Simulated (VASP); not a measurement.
# InGaAs2 (an interface model) in VASP: single point with PBEsol

Aim: the single point of InGaAs2 (an interface model) with PBEsol.

Everything below comes from runs of VASP 6.6.1. Logs are shortened: lines on timing, memory, paths and dates and some standing lists are left out, and cuts for length are marked.

**1. The cell of the first run**

The cell holds layers of an interface, 20 atoms: a = 4.002 Å, b = 4.002 Å, c = 30.495 Å, α = 90.00°, β = 90.00°, γ = 90.00°.

**2. Single point, PBEsol**

INCAR

```
SYSTEM = InGaAs2
PREC = Accurate
ENCUT = 400
EDIFF = 1E-6
ISMEAR = -1
SIGMA = 0.05
LREAL = .FALSE.
LASPH = .TRUE.
NELM = 120
ALGO = Normal
ISIF = 2
LWAVE = .FALSE.
LCHARG = .TRUE.
GGA = PS
LELF = .TRUE.
LVHAR = .TRUE.
NBANDS = 106
GGA_COMPAT = .FALSE.
```

KPOINTS

```
Automatic mesh
0
G
  6 6 1
  0 0 0
```

POSCAR

```
InGaAs2
1.0
    2.8300000000      2.8300000000      0.0000000000
   -2.8300000000      2.8300000000      0.0000000000
    0.0000000000      0.0000000000     30.4953948313
Ga In As
5 5 10
Direct
    0.0000000000      0.0000000000      0.9990150000
    0.0000000000      0.0000000000      0.1844990000
    0.0000000000      0.0000000000      0.3700080000
    0.5000000000      0.5000000000      0.0918100000
    0.5000000000      0.5000000000      0.2772010000
    0.0000000000      0.0000000000      0.5771990000
    0.0000000000      0.0000000000      0.7918110000
    0.5000000000      0.5000000000      0.4699870000
    0.5000000000      0.5000000000      0.6845040000
    0.5000000000      0.5000000000      0.8990260000
    0.5000000000      0.0000000000      0.0454520000
    0.5000000000      0.0000000000      0.2308440000
    0.5000000000      0.0000000000      0.4159670000
    0.5000000000      0.0000000000      0.6308600000
    0.5000000000      0.0000000000      0.8454500000
    0.0000000000      0.5000000000      0.1381570000
    0.0000000000      0.5000000000      0.3235730000
    0.0000000000      0.5000000000      0.5235690000
    0.0000000000      0.5000000000      0.7381640000
    0.0000000000      0.5000000000      0.9530590000
```

Potentials or basis: VASP PAW PBE potentials, release 64 (Ga_d, In_d, As).

Started as:

```console
$ cat potpaw_PBE.64/Ga_d/POTCAR potpaw_PBE.64/In_d/POTCAR potpaw_PBE.64/As/POTCAR > POTCAR
$ mpirun -np 1 vasp_std > vasp.out
```

OUTCAR:

```text
SYSTEM = InGaAs2
   PREC = Accurate
   ENCUT = 400
   EDIFF = 1E-6
   ISMEAR = -1
   LREAL = .FALSE.
   LASPH = .TRUE.
   NELM = 120
   ISIF = 2
   GGA = PS

 ion  position               nearest neighbor table
   1  0.000  0.000  0.999-  20 2.44  20 2.44  11 2.45  11 2.45
   2  0.000  0.000  0.184-  16 2.45  16 2.45  12 2.45  12 2.45
   3  0.000  0.000  0.370-  13 2.44  13 2.44  17 2.45  17 2.45
   4  0.500  0.500  0.092-  16 2.45  16 2.45  11 2.45  11 2.45
   5  0.500  0.500  0.277-  12 2.45  12 2.45  17 2.45  17 2.45
   6  0.000  0.000  0.577-  18 2.58  18 2.58  14 2.59  14 2.59
[... 12 lines left out ...]
  19  0.000  0.500  0.738-   7 2.58   7 2.58   9 2.58   9 2.58
  20  0.000  0.500  0.953-   1 2.44   1 2.44  10 2.59  10 2.59

  LATTYP: Found a simple tetragonal cell.
 ALAT       =     4.0022243815
 C/A-ratio  =     7.6196114771

  Lattice vectors:

 A1 = (   2.8300000000,   2.8300000000,   0.0000000000)
 A2 = (  -2.8300000000,   2.8300000000,   0.0000000000)
 A3 = (   0.0000000000,   0.0000000000,  30.4953948313)

Analysis of symmetry for initial positions (statically):
=====================================================================
 Subroutine PRICEL returns:
 Original cell was already a primitive cell.

 Routine SETGRP: Setting up the symmetry group for a
 simple tetragonal supercell.

 Subroutine GETGRP returns: Found  4 space group operations
 (whereof  4 operations were pure point group operations)
 out of a pool of 16 trial point group operations.

The static configuration has the point symmetry C_2v.

Analysis of symmetry for dynamics (positions and initial velocities):
=====================================================================
 Subroutine PRICEL returns:
 Original cell was already a primitive cell.

 Routine SETGRP: Setting up the symmetry group for a
 simple tetragonal supercell.

 Subroutine GETGRP returns: Found  4 space group operations
 (whereof  4 operations were pure point group operations)
 out of a pool of 16 trial point group operations.

The dynamic configuration has the point symmetry C_2v.

 Subroutine INISYM returns: Found  4 space group operations
 (whereof  4 operations are pure point group operations),
 and found     1 'primitive' translations

----------------------------------------------------------------------------------------

[... 123 lines left out ...]
   IBRION =     -1    ionic relax: 0-MD 1-quasi-New 2-CG
   NFREE  =      0    steps in history (QN), initial steepest desc. (CG)
   ISIF   =      2    stress and relaxation
   ISYM   =      2    0-nonsym 1-usesym 2-fastsym
   POTIM  = 0.5000    time-step for ionic-motion
   TEBEG  =    0.0;   TEEND  =   0.0 temperature during run
   PSTRESS=    0.0 pullay stress
   NELECT =     180.0000    total number of electrons
   NUPDOWN=      -1.0000    fix difference up-down
   EMIN   =  10.00;   EMAX   =-10.00  energy-range for DOS
   EFERMI =   0.00;   METHOD = LEGACY
   ISMEAR =    -1;   SIGMA  =   0.05  broadening in eV -4-tet -1-fermi 0-gaus
   EFERMI_NEDOS =   21; number of points for ismear=-14 and -15
   IALGO  =     38    algorithm
   IMIX   =      4    mixing-type and parameters
     AMIX     =   0.40;   BMIX     =  1.00
     AMIX_MAG =   1.60;   BMIX_MAG =  1.00
  volume/ion in A,a.u.               =      24.42       164.82
  Fermi-wavevector in a.u.,A,eV,Ry     =   1.173690  2.217952 18.742671  1.377547
  Thomas-Fermi vector in A             =   2.310099
   LORBIT       =      0    0 simple, 1 ext, 2 COOP (PROOUT), +10 PAW based schemes
   GGA     = PS    functional components
   LHFCALC =     F    Hartree Fock is set to
   AEXX    =    0.0000 exact exchange contribution
   IVDW    =     0    specifies the selected vdW correction
   LEPSILON=     F    determine dielectric tensor
   LRPA    =     F    only Hartree local field effects (RPA)
 non-spin polarized calculation
  energy-cutoff  :      400.00
  volume of cell :      488.47
 maximum number of plane-waves:      8971
 NGX is ok and might be reduce to    28
   NGX = 13   NGY = 13   NGZ = 99

 number of electron     180.0000105 magnetization

 Free energy of the ion-electron system (eV)
  ---------------------------------------------------
  ext. energy  EPLUGINS =         0.00000000
  ---------------------------------------------------
  free energy    TOTEN  =       -87.03819901 eV

  energy without entropy =      -87.03057237  energy(sigma->0) =      -87.03438569

 E-fermi :   4.6777     XC(G=0):  -9.6410

 val. band max:        4.6253307505   @ k =   0.0000   0.0000   0.0000
 cond. band min:       5.4197009113   @ k =   0.5000   0.0000   0.0000
 fundamental gap:      0.7943701609
 Fermi energy:         4.6776973205

 k-point     1 :       0.0000    0.0000    0.0000
  band No.  band energies     occupation
      1     -10.5167      2.00000
      2     -10.5069      2.00000
      3     -10.4874      2.00000
      4     -10.4444      2.00000
      5     -10.4170      2.00000
      6     -10.4136      2.00000
[... 1669 lines left out ...]
    101       6.5892      0.00000
    102       6.6338      0.00000
 [bands above 102 left out]

------------------------ aborting loop because EDIFF is reached ----------------------------------------

  FORCE on cell =-STRESS in cart. coord.  units (eV):
  Direction    XX          YY          ZZ          XY          YZ          ZX
  --------------------------------------------------------------------------------------
  -------------------------------------------------------------------------------------
  Total       11.8553179     11.8553179      0.8671393     -0.0112453      0.0000000      0.0000000
  in kB       38.8854079     38.8854079      2.8442145     -0.0368846      0.0000000      0.0000000
  external PRESSURE =      26.8716767 kB  Pullay stress =       0.0000000 kB

 VOLUME and BASIS-vectors are now :
 -----------------------------------------------------------------------------
  energy-cutoff  :      400.00
  volume of cell :      488.47
      direct lattice vectors                 reciprocal lattice vectors
     2.830000000  2.830000000  0.000000000     0.176678445  0.176678445  0.000000000
    -2.830000000  2.830000000  0.000000000    -0.176678445  0.176678445  0.000000000
     0.000000000  0.000000000 30.495394831     0.000000000  0.000000000  0.032791836

 POSITION                                       TOTAL-FORCE (eV/Angst)
 -----------------------------------------------------------------------------------
      0.00000      0.00000     30.46536        -0.000000      0.000000      0.000697
      0.00000      0.00000      5.62637        -0.000000     -0.000000      0.000012
      0.00000      0.00000     11.28354        -0.000000     -0.000000     -0.000654
      0.00000      2.83000      2.79978        -0.000000     -0.000000     -0.000095
      0.00000      2.83000      8.45335        -0.000000     -0.000000     -0.000679
      0.00000      0.00000     17.60191         0.000000      0.000000     -0.000439
[... 12 lines left out ...]
     -1.41500      1.41500     22.51060        -0.000000     -0.000000     -0.002272
     -1.41500      1.41500     29.06391        -0.000000     -0.000000     -0.000150
 -----------------------------------------------------------------------------------
    total drift:                               -0.000000      0.000000     -0.001988

  FREE ENERGIE OF THE ION-ELECTRON SYSTEM (eV)
  ---------------------------------------------------
  free  energy   TOTEN  =       -87.0381990116 eV

  energy  without entropy=      -87.0305723692  energy(sigma->0) =      -87.03438569
```

OSZICAR:

```text
N       E                     dE             d eps       ncg     rms          rms(c)
DAV:   1     0.187860552403E+04    0.18786E+04   -0.65810E+04  3536   0.185E+03
DAV:   2     0.304895034681E+03   -0.15737E+04   -0.15314E+04  3520   0.546E+02
DAV:   3    -0.524260339436E+02   -0.35732E+03   -0.33856E+03  3918   0.228E+02
DAV:   4    -0.878779954489E+02   -0.35452E+02   -0.34864E+02  4160   0.676E+01
DAV:   5    -0.896097699466E+02   -0.17318E+01   -0.17168E+01  4720   0.162E+01    0.148E+01
DAV:   6    -0.873627159206E+02    0.22471E+01   -0.44962E+00  4712   0.162E+01    0.691E+00
DAV:   7    -0.870550114677E+02    0.30770E+00   -0.23748E+00  4792   0.522E+00    0.209E+00
DAV:   8    -0.870449975875E+02    0.10014E-01   -0.47334E-01  4520   0.479E+00    0.964E-01
DAV:   9    -0.870413690354E+02    0.36286E-02   -0.34950E-02  4328   0.132E+00    0.613E-01
DAV:  10    -0.870379805649E+02    0.33885E-02   -0.12369E-02  4870   0.880E-01    0.379E-01
DAV:  11    -0.870380180409E+02   -0.37476E-04   -0.53090E-03  4520   0.603E-01    0.849E-02
DAV:  12    -0.870381243304E+02   -0.10629E-03   -0.13260E-03  4332   0.267E-01    0.681E-02
DAV:  13    -0.870381628751E+02   -0.38545E-04   -0.38523E-04  5440   0.705E-02    0.953E-02
DAV:  14    -0.870381621300E+02    0.74514E-06   -0.16067E-05  4582   0.628E-02    0.120E-01
DAV:  15    -0.870382026003E+02   -0.40470E-04   -0.12751E-04  5048   0.232E-01    0.138E-01
DAV:  16    -0.870381999019E+02    0.26984E-05   -0.23125E-05  3926   0.334E-02    0.154E-01
DAV:  17    -0.870381990116E+02    0.89034E-06   -0.36501E-06  2744   0.122E-02
   1 F= -.87038199E+02 E0= -.87034386E+02  d E =-.762664E-02
```

stdout:

```text
POSCAR found type information on POSCAR GaInAs
 POSCAR found :  3 types and      20 ions
 scaLAPACK will be used
 -----------------------------------------------------------------------------
|                                                                             |
|                                                                             |
|     You have a (more or less) 'large supercell' and for larger cells it     |
|     might be more efficient to use real-space projection operators.         |
|     Therefore, try LREAL= Auto in the INCAR file.                           |
|     Mind: For very accurate calculation, you might also keep the            |
|     reciprocal projection scheme (i.e. LREAL=.FALSE.).                      |
|                                                                             |
 -----------------------------------------------------------------------------

 -----------------------------------------------------------------------------
|                                                                             |
|                                                                             |
|     You enforced a specific xc type in the INCAR file but a different       |
|     I HOPE YOU KNOW WHAT YOU ARE DOING!                                     |
|                                                                             |
 -----------------------------------------------------------------------------

 LDA part: xc-table for (Slater+PW92), standard interpolation
 POSCAR, INCAR and KPOINTS ok, starting setup
 FFT: planning ... GRIDC
 FFT: planning ... GRID_SOFT
 FFT: planning ... GRID
 WAVECAR not read
 entering main loop
```

Run time: 29 min. Hardware: 1 thread of Intel Xeon 8259CL, shared host; peak memory 0.67 GiB.

What came out:

```
Free energy            : -87.0382 eV
Pressure               : 2.7 GPa
Largest force          : 0.004 eV/Å
Band gap on the k mesh : zero (filled and empty bands touch)
```

Forces on the atoms (eV/Å):
```
Ga   0.000  0.000  0.001
Ga   0.000  0.000  0.000
Ga   0.000  0.000 -0.001
Ga   0.000  0.000  0.000
Ga   0.000  0.000 -0.001
In   0.000  0.000  0.000
In   0.000  0.000  0.004
In   0.000  0.000  0.001
In   0.000  0.000  0.003
In   0.000  0.000  0.002
As   0.000  0.000 -0.003
As   0.000  0.000  0.002
As   0.000  0.000 -0.002
As   0.000  0.000 -0.002
As   0.000  0.000 -0.003
As   0.000  0.000  0.000
As   0.000  0.000  0.001
As   0.000  0.000  0.001
As   0.000  0.000 -0.002
As   0.000  0.000  0.000
```

Levels at points of the mesh, in eV from the Fermi level:
| k point | band 87 | band 88 | band 89 | band 90 | band 91 | band 92 | band 93 | band 94 |
| --- | --- | --- | --- | --- | --- | --- | --- | --- |
| (0.00, 0.00, 0.00) | -0.45 | -0.45 | -0.16 | -0.05 | -0.05 | 1.06 | 1.13 | 1.27 |
| (0.50, 0.00, 0.00) | -0.76 | -0.76 | -0.74 | -0.74 | 0.74 | 0.78 | 0.81 | 0.87 |
| (0.00, 0.50, 0.00) | -0.76 | -0.75 | -0.74 | -0.74 | 0.74 | 0.78 | 0.81 | 0.87 |
| (0.50, 0.50, 0.00) | -3.04 | -2.97 | -2.97 | -2.96 | 0.94 | 0.94 | 1.25 | 1.33 |

Caveat: the PAW data sets were made with another functional, which shifts forces and pressure a little; spin-orbit coupling is left out, which moves the levels of the heavy elements.
